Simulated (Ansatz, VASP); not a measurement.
**One calculation of Ni, two programs**

```xyz
1
Lattice="0.0000 1.7349 1.7349 1.7349 0.0000 1.7349 1.7349 1.7349 0.0000" Properties=species:S:1:pos:R:3 pbc="T T T"
Ni    0.0000    0.0000    0.0000
```

Alike in both runs: task single point; functional LDA; k mesh 22 × 22 × 22; occupations gaussian, width 0.05 eV; collinear spin.

```csv
,VASP,Ansatz
version,VASP 6.6.1,Ansatz 0.2.0
potentials or method,"VASP PAW LDA potentials, release 64 (Ni), cutoff 520 eV","scalar-relativistic, plane waves, PAW"
valence electrons in the cell,10,18
```

```csv
,VASP,Ansatz,Ansatz less VASP
gap on the k mesh at the Fermi level (eV),none,none,-
pressure (GPa),-9.2,-9.2,+0.04
net moment per atom (μB),0.61,0.64,+0.025
size of the moment on the site where the two differ most (μB),0.62,0.67,+0.049
```

LDA's correlation is that of Perdew and Zunger in VASP and of Perdew and Wang (1992) in Ansatz. Site moments also hang on the region over which each program counts them. A gap of «none» marks a metal or a gap that the smearing closes. VASP's potentials hold 10 valence electrons a cell and Ansatz's 18, so a difference there can come from the potentials and not from the codes.
